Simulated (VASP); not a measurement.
Ta2C: single point with LDA

Crystal: Ta2C.

```
Ta C
1.0
     3.06686    0.00000    0.00000
    -1.53343    2.65598    0.00000
     0.00000    0.00000    4.90432
Ta C
2 1
Direct
  0.33333 0.66667 0.25381
  0.66667 0.33333 0.74619
  0.00000 0.00000 0.00000
```

* Program: VASP 6.6.1
* Task: single point
* Functional: LDA
* Potentials or basis: VASP PAW LDA potentials, release 64 (Ta_sv_GW, C)
* Cutoff: 600 eV
* k mesh: 4 × 4 × 2
* Occupations: fermi-dirac, width 0.01 eV
* Spin: no spin polarisation

```yaml
Pressure: 0.9 GPa
Largest_force: 0.053 eV/Å
Band_gap_on_the_k_mesh: zero (band 15 reaches 11.56 eV, above the bottom of band 16 at 10.77 eV)
```

Forces on the atoms (eV/Å):
```
Ta   0.000  0.000  0.053
Ta   0.000  0.000 -0.053
C    0.000  0.000  0.000
```

Levels at points of the mesh, in eV from the Fermi level:
| k point | band 11 | band 12 | band 13 | band 14 | band 15 | band 16 | band 17 | band 18 | band 19 | band 20 |
| --- | --- | --- | --- | --- | --- | --- | --- | --- | --- | --- |
| (0.00, 0.00, 0.00) | -3.83 | -3.83 | -3.04 | -0.29 | 0.28 | 0.28 | 0.98 | 0.98 | 2.17 | 2.17 |
| (0.50, 0.00, 0.00) | -4.63 | -4.26 | -4.06 | -1.92 | -0.34 | 3.10 | 3.39 | 4.61 | 5.09 | 5.14 |
| (0.00, 0.00, 0.50) | -4.09 | -4.09 | -2.13 | -1.68 | -0.51 | -0.51 | 2.86 | 2.86 | 3.33 | 3.33 |
| (0.50, 0.00, 0.50) | -4.95 | -3.79 | -2.80 | -1.22 | -1.07 | 1.27 | 1.36 | 4.28 | 4.80 | 4.98 |

Wall time 7.4 s on 1 thread of AMD EPYC 9R45 96-Core Processor (Zen 5) (shared host), peak memory 0.13 GiB.

Caveat: the k points lie up to 0.64 Å⁻¹ apart; spin-orbit coupling is left out, which moves the levels of the heavy elements.
